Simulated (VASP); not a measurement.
Here is a VASP 6.6.1 calculation.

Contents of INCAR:

```
PREC = Accurate ; ENCUT = 520
EDIFF = 1E-7 ; ISMEAR = -1
SIGMA = 0.01 ; LREAL = False
LASPH = True ; NELM = 80
ALGO = Normal ; ISIF = 2
LWAVE = False ; LCHARG = False
GGA = PE ; NBANDS = 27
```

File KPOINTS:

```
Automatic mesh
0
Gamma
  5 5 5
```

POSCAR

```
KTaO3
1.0
    3.9068832774      0.0000000000      0.0000000000
    0.0000000000      3.9068832774      0.0000000000
    0.0000000000      0.0000000000      3.9068832774
K Ta O
1 1 3
Direct
    0.5000000000      0.5000000000      0.5000000000
    0.0000000000      0.0000000000      0.0000000000
    0.5000000000      0.0000000000      0.0000000000
    0.0000000000      0.5000000000      0.0000000000
    0.0000000000      0.0000000000      0.5000000000
```

Potentials or basis: VASP PAW PBE potentials, release 64 (K_sv, Ta_pv, O).

Launch:

```console
$ cat potpaw_PBE.64/K_sv/POTCAR potpaw_PBE.64/Ta_pv/POTCAR potpaw_PBE.64/O/POTCAR > POTCAR
$ mpirun -np 1 vasp_std > vasp.out
```

(1) Estimate the pressure.

(2) Estimate the band gap on the k mesh.

## Answers

(1) 21.4 GPa.

(2) 2.43 eV, indirect (least direct gap 2.89 eV).

Caveat: spin-orbit coupling is left out, which moves the levels of the heavy elements.
